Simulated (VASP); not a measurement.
Runs of VASP 6.6.1 on LiF. The structure is that of space group Fm-3m (No. 225), or close to it. The cells are those of the table. 

| task | level | cell | cutoff (eV) | gap on the mesh (eV) |
| --- | --- | --- | --- | --- |
| single point | r2SCAN | a = 2.877 Å, angles 60.0°, 2 atoms | 520 | (c) |
| single point | PBE | a = 2.848 Å, angles 60.0°, 2 atoms | 520 | 9.09 |
| single point | PBE | a = 2.877 Å, angles 60.0°, 2 atoms | 520 | 8.83 |
| relaxation of cell and atoms | PBE | relaxed from a = 2.879 Å, angles 60.0°, 2 atoms | 600 | (b) |
| single point | PBE | a = 2.757 Å, angles 60.0°, 2 atoms | 520 | 10.01 |
| single point | PBE | a = 2.788 Å, angles 60.0°, 2 atoms | 520 | 9.69 |
| single point | PBE | a = 2.905 Å, angles 60.0°, 2 atoms | 520 | (a) |
| single point | PBE | a = 2.818 Å, angles 60.0°, 2 atoms | 520 | 9.38 |
| single point | PBE | a = 2.970 Å, angles 60.0°, 2 atoms | 520 | 8.06 |
| single point | PBE | a = 2.933 Å, angles 60.0°, 2 atoms | 520 | 8.35 |

Alike in all rows: potentials or basis VASP PAW PBE potentials, release 64 (Li_sv, F); no spin polarisation.

**Question.** Fill in the values left out.

**Answer.** (a) 8.58; (b) 8.93; (c) 9.98.

A k mesh can miss the band edges.
